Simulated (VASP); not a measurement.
BeTe:

```
Be Te
1.0
     4.03305    0.00000    0.00000
    -2.01653    3.49273    0.00000
     0.00000    0.00000    8.75735
Be Te
2 2
Cartesian
  0.0000 2.3285 2.1893
  2.0165 1.1642 6.5680
  2.0165 1.1642 2.1893
  0.0000 2.3285 6.5680
```

| Property | Result |
| --- | --- |
| Program | VASP 6.6.1 |
| Task | relaxation of cell and atoms |
| Functional | r2SCAN |
| Potentials or basis | VASP PAW PBE potentials, release 64 (Be, Te) |
| Cutoff | 600 eV |
| k mesh | 6 × 6 × 4 |
| Occupations | fermi-dirac, width 0.02 eV |
| Spin | no spin polarisation |

At the start: pressure -0.3 GPa; volume 30.84 Å³/atom.

**Question.** How do energy, volume and symmetry change on relaxing?

**Answer.** Over 10 steps the energy falls by 3.5 meV/atom and the volume is 28.61 Å³/atom (-7.2 %); space group P6_3/mmc (No. 194, to 0.05 Å).

The path:
```tsv
step	energy change (eV)	largest force (eV/Å)	pressure (GPa)	volume (Å³)
1	0.0000	0.0000	-0.28	123.36
2	-0.0014	0.0000	-0.04	122.39
3	-0.0018	0.0000	0.11	121.76
4	-0.0027	0.0000	0.10	121.47
5	-0.0052	0.0000	0.07	120.58
6	-0.0095	0.0000	0.02	118.79
7	-0.0138	0.0000	-0.05	115.19
8	-0.0139	0.0000	-0.06	114.67
9	-0.0138	0.0000	0.09	114.13
10	-0.0139	0.0000	0.00	114.46
```

Final structure:
```xyz
4
Lattice="4.0328 0.0000 0.0000 -2.0164 3.4925 0.0000 0.0000 0.0000 8.1264" Properties=species:S:1:pos:R:3 pbc="T T T"
Be    0.0000    2.3283    2.0316
Be    2.0164    1.1642    6.0948
Te    2.0164    1.1642    2.0316
Te    0.0000    2.3283    6.0948
```

Caveat: the PAW data sets were made with another functional, which shifts forces and pressure a little.
